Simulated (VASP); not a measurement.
# Re (Fm-3m) in VASP: single point with LDA

Aim: the single point of Re with LDA.

All numbers are computed with VASP 6.6.1; they aren't measurements. Logs are shortened: lines on timing, memory, paths and dates and some standing lists are left out, and cuts for length are marked.

## 1. The cell of the first run

It takes space group Fm-3m (No. 225, cubic). Conventional cell: a = 3.746 Å, b = 3.746 Å, c = 3.746 Å, α = 90.00°, β = 90.00°, γ = 90.00°. Within 3.5 Å of Re (site symmetry m-3m) lie 12 Re at 2.65 Å.

This isn't the form of Re at room conditions, which is hcp.

## 2. Single point, LDA

The input, INCAR:

```
PREC = Accurate ; ENCUT = 560
EDIFF = 1E-6 ; ISMEAR = 0
SIGMA = 0.05 ; LREAL = False
LASPH = True ; NELM = 120
ALGO = Normal ; ISIF = 2
LWAVE = False ; LCHARG = True
LELF = True ; LVHAR = True
NBANDS = 14 ; GGA_COMPAT = False
```

The input, KPOINTS:

```
Automatic mesh
0
Gamma
  10 10 10
```

The input, POSCAR:

```
Re
1.0
    0.0000000000      1.8730645913      1.8730645913
    1.8730645913      0.0000000000      1.8730645913
    1.8730645913      1.8730645913      0.0000000000
Re
1
Direct
    0.0000000000      0.0000000000      0.0000000000
```

Potentials or basis: VASP PAW LDA potentials, release 64 (Re_sv_GW).

Started as:

```
cat potpaw_LDA.64/Re_sv_GW/POTCAR > POTCAR
mpirun -np 1 vasp_std > vasp.out
```

OUTCAR:

```text
PREC = Accurate
   ENCUT = 560
   EDIFF = 1E-6
   ISMEAR = 0
   LREAL = False
   LASPH = True
   NELM = 120
   ISIF = 2

 ion  position               nearest neighbor table
   1  0.000  0.000  0.000-

  LATTYP: Found a face centered cubic cell.
 ALAT       =     3.7461291826

  Lattice vectors:

 A1 = (   0.0000000000,   1.8730645913,   1.8730645913)
 A2 = (   1.8730645913,   0.0000000000,   1.8730645913)
 A3 = (   1.8730645913,   1.8730645913,   0.0000000000)

Analysis of symmetry for initial positions (statically):
=====================================================================
 Subroutine PRICEL returns:
 Original cell was already a primitive cell.

 Routine SETGRP: Setting up the symmetry group for a
 face centered cubic supercell.

 Subroutine GETGRP returns: Found 48 space group operations
 (whereof 48 operations were pure point group operations)
 out of a pool of 48 trial point group operations.

The static configuration has the point symmetry O_h .

Analysis of symmetry for dynamics (positions and initial velocities):
=====================================================================
 Subroutine PRICEL returns:
 Original cell was already a primitive cell.

 Routine SETGRP: Setting up the symmetry group for a
 face centered cubic supercell.

 Subroutine GETGRP returns: Found 48 space group operations
 (whereof 48 operations were pure point group operations)
 out of a pool of 48 trial point group operations.

The dynamic configuration has the point symmetry O_h .

 Subroutine INISYM returns: Found 48 space group operations
 (whereof 48 operations are pure point group operations),
 and found     1 'primitive' translations

----------------------------------------------------------------------------------------

                                     Primitive cell

  volume of cell :      13.1428

  direct lattice vectors                    reciprocal lattice vectors
     0.000000000  1.873064591  1.873064591    -0.266942209  0.266942209  0.266942209
     1.873064591  0.000000000  1.873064591     0.266942209 -0.266942209  0.266942209
     1.873064591  1.873064591  0.000000000     0.266942209  0.266942209 -0.266942209

  length of vectors
     2.648913348  2.648913348  2.648913348     0.462357469  0.462357469  0.462357469

  position of ions in fractional coordinates (direct lattice)
     0.000000000  0.000000000  0.000000000

  ion indices of the primitive-cell ions
   primitive index   ion index
                 1           1

----------------------------------------------------------------------------------------

 KPOINTS: Automatic mesh

Automatic generation of k-mesh.
 Grid dimensions read from file:
 generate k-points for:   10   10   10

 Generating k-lattice:

  Cartesian coordinates                     Fractional coordinates (reciprocal lattice)
    -0.026694221  0.026694221  0.026694221     0.100000000  0.000000000  0.000000000
     0.026694221 -0.026694221  0.026694221     0.000000000  0.100000000  0.000000000
     0.026694221  0.026694221 -0.026694221     0.000000000  0.000000000  0.100000000

  Length of vectors
     0.046235747  0.046235747  0.046235747

  Shift w.r.t. Gamma in fractional coordinates (k-lattice)
     0.000000000  0.000000000  0.000000000

 Subroutine IBZKPT returns following result:
 ===========================================

 Found     47 irreducible k-points:

 Following reciprocal coordinates:
            Coordinates               Weight
  0.000000  0.000000  0.000000      1.000000
  0.100000  0.000000  0.000000      8.000000
  0.200000  0.000000  0.000000      8.000000
  0.300000  0.000000  0.000000      8.000000
  0.400000  0.000000  0.000000      8.000000
  0.500000  0.000000  0.000000      4.000000
[... 16 lines left out ...]
  0.300000  0.300000  0.000000      6.000000
  0.400000  0.300000  0.000000     24.000000
 [... further k-points ...]
   k-points           NKPTS =     47   k-points in BZ     NKDIM =     47   number of bands    NBANDS=     14
   number of dos      NEDOS =    301   number of ions     NIONS =      1
   total plane-waves  NPLWV =   8000
   dimension x,y,z NGX =    20 NGY =   20 NGZ =   20
   dimension x,y,z NGXF=    40 NGYF=   40 NGZF=   40
   ions per type =               1
   NGX,Y,Z   is equivalent  to a cutoff of  12.55, 12.55, 12.55 a.u.
   NGXF,Y,Z  is equivalent  to a cutoff of  25.10, 25.10, 25.10 a.u.
 SYSTEM =  unknown system
   PREC   = accura    normal or accurate (medium, high low for compatibility)
   ISTART =      0    job   : 0-new  1-cont  2-samecut
   ICHARG =      2    charge: 1-file 2-atom 10-const
   ISPIN  =      1    spin polarized calculation?
   LNONCOLLINEAR =      F non collinear calculations
   LSORBIT =      F    spin-orbit coupling
   LASPH  =      T    aspherical Exc in radial PAW
   ENCUT  =  560.0 eV  41.16 Ry    6.42 a.u.   5.11  5.11  5.11*2*pi/ulx,y,z
   NELM   =    120;   NELMIN=  2; NELMDL= -5     # of ELM steps
   EDIFF  = 0.1E-05   stopping-criterion for ELM
   LREAL  =      F    real-space projection
   EDIFFG = 0.1E-04   stopping-criterion for IOM
   NSW    =      0    number of steps for IOM
   IBRION =     -1    ionic relax: 0-MD 1-quasi-New 2-CG
   NFREE  =      0    steps in history (QN), initial steepest desc. (CG)
   ISIF   =      2    stress and relaxation
   ISYM   =      2    0-nonsym 1-usesym 2-fastsym
   POTIM  = 0.5000    time-step for ionic-motion
   TEBEG  =    0.0;   TEEND  =   0.0 temperature during run
   PSTRESS=    0.0 pullay stress
   NELECT =      15.0000    total number of electrons
   NUPDOWN=      -1.0000    fix difference up-down
   EMIN   =  10.00;   EMAX   =-10.00  energy-range for DOS
   EFERMI =   0.00;   METHOD = LEGACY
   ISMEAR =     0;   SIGMA  =   0.05  broadening in eV -4-tet -1-fermi 0-gaus
   EFERMI_NEDOS =   21; number of points for ismear=-14 and -15
   IALGO  =     38    algorithm
   IMIX   =      4    mixing-type and parameters
     AMIX     =   0.40;   BMIX     =  1.00
     AMIX_MAG =   1.60;   BMIX_MAG =  1.00
  volume/ion in A,a.u.               =      13.14        88.69
  Fermi-wavevector in a.u.,A,eV,Ry     =   1.710839  3.233017 39.823850  2.926970
  Thomas-Fermi vector in A             =   2.789064
   LORBIT       =      0    0 simple, 1 ext, 2 COOP (PROOUT), +10 PAW based schemes
   GGA     = CA    functional components
   LHFCALC =     F    Hartree Fock is set to
   AEXX    =    0.0000 exact exchange contribution
   IVDW    =     0    specifies the selected vdW correction
   LEPSILON=     F    determine dielectric tensor
   LRPA    =     F    only Hartree local field effects (RPA)
 non-spin polarized calculation
 Gauss-broadening in eV      SIGMA  =   0.05
  energy-cutoff  :      560.00
  volume of cell :       13.14
 maximum number of plane-waves:       411
   NGX = 11   NGY = 11   NGZ = 11

 number of electron      14.9999999 magnetization

 Free energy of the ion-electron system (eV)
  ---------------------------------------------------
  ext. energy  EPLUGINS =         0.00000000
  ---------------------------------------------------
  free energy    TOTEN  =       -15.14090998 eV

  energy without entropy =      -15.13789084  energy(sigma->0) =      -15.13940041

 E-fermi :  15.0890     XC(G=0): -15.1046

 val. band max:       15.0840365328   @ k =  -0.2000   0.2000   0.0000
 cond. band min:      15.1234188887   @ k =   0.3000   0.2000   0.1000
 fundamental gap:      0.0393823560
 Fermi energy:        15.0890348504

 k-point     1 :       0.0000    0.0000    0.0000
  band No.  band energies     occupation
      1     -64.6085      2.00000
      2     -25.8520      2.00000
      3     -25.8520      2.00000
      4     -25.8520      2.00000
      5       4.3048      2.00000
      6      12.8218      2.00000
      7      12.8218      2.00000
      8      12.8218      2.00000
      9      16.5675      0.00000
     10      16.5675      0.00000
     11      28.1607      0.00000
     12      34.2868      0.00000
     13      34.2868      0.00000
     14      34.2868      0.00000

 k-point     2 :       0.1000    0.0000    0.0000
  band No.  band energies     occupation
      1     -64.5891      2.00000
      2     -26.0365      2.00000
      3     -25.8742      2.00000
      4     -25.8742      2.00000
      5       4.8365      2.00000
      6      12.4748      2.00000
      7      13.0582      2.00000
      8      13.0582      2.00000
      9      16.3651      0.00000
     10      16.3651      0.00000
     11      29.1579      0.00000
     12      32.6101      0.00000
     13      35.2626      0.00000
     14      35.2626      0.00000

 k-point     3 :       0.2000    0.0000    0.0000
  band No.  band energies     occupation
      1     -64.5399      2.00000
      2     -26.5074      2.00000
      3     -25.9342      2.00000
      4     -25.9342      2.00000
      5       6.1494      2.00000
      6      11.9592      2.00000
      7      13.3990      2.00000
      8      13.3990      2.00000
      9      16.3143      0.00000
     10      16.3143      0.00000
     11      29.6355      0.00000
     12      32.3133      0.00000
     13      37.9201      0.00000
     14      37.9201      0.00000
[... 324 lines left out ...]
 k-point    23 :       0.3000    0.3000    0.0000
  band No.  band energies     occupation
      1     -64.4361      2.00000
      2     -26.9989      2.00000
      3     -26.2786      2.00000
      4     -26.2786      2.00000
      5       8.0264      2.00000
      6       9.3986      2.00000
      7      14.0018      2.00000
      8      16.5982      0.00000
      9      16.5982      0.00000
     10      18.3804      0.00000
     11      34.0014      0.00000
     12      34.0014      0.00000
     13      34.5782      0.00000
     14      37.7044      0.00000

 k-point    24 :       0.4000    0.3000    0.0000
  band No.  band energies     occupation
      1     -64.3968      2.00000
      2     -27.2270      2.00000
      3     -26.4104      2.00000
      4     -26.3500      2.00000
      5       8.1632      2.00000
      6       9.1376      2.00000
      7      14.1964      2.00000
      8      16.8806      0.00000
      9      18.9167      0.00000
     10      19.4311      0.00000
     11      30.5272      0.00000
     12      32.4870      0.00000
     13      34.2597      0.00000
     14      38.9809      0.00000

 [... further k-points ...]
[... 5 lines left out ...]
  --------------------------------------------------------------------------------------
  -------------------------------------------------------------------------------------
  Total        3.7292862      3.7292862      3.7292862      0.0000000      0.0000000      0.0000000
  in kB      454.6194754    454.6194754    454.6194754      0.0000000      0.0000000      0.0000000
  external PRESSURE =     454.6194754 kB  Pullay stress =       0.0000000 kB

 VOLUME and BASIS-vectors are now :
 -----------------------------------------------------------------------------
  energy-cutoff  :      560.00
  volume of cell :       13.14
      direct lattice vectors                 reciprocal lattice vectors
     0.000000000  1.873064591  1.873064591    -0.266942209  0.266942209  0.266942209
     1.873064591  0.000000000  1.873064591     0.266942209 -0.266942209  0.266942209
     1.873064591  1.873064591  0.000000000     0.266942209  0.266942209 -0.266942209

 POSITION                                       TOTAL-FORCE (eV/Angst)
 -----------------------------------------------------------------------------------
      0.00000      0.00000      0.00000        -0.000000      0.000000     -0.000000
 -----------------------------------------------------------------------------------
    total drift:                                0.000000      0.000000      0.000000

  FREE ENERGIE OF THE ION-ELECTRON SYSTEM (eV)
  ---------------------------------------------------
  free  energy   TOTEN  =       -15.1409099790 eV

  energy  without entropy=      -15.1378908397  energy(sigma->0) =      -15.13940041
```

Run time: 7.9 s. Hardware: 1 thread of Intel Xeon Platinum 8259CL at 2.50GHz (Skylake/Cascade Lake), shared host; peak memory 0.13 GiB.

What came out:

- Free energy: -15.1409 eV
- Pressure: 45.5 GPa
- Band gap on the k mesh: zero (an odd number of electrons rules out a gap without spin polarisation)

Caveat: the cell stands under pressure; spin-orbit coupling is left out, which moves the levels of the heavy elements.

The gap in the log of VASP goes by the Fermi energy; the results here count the filled bands.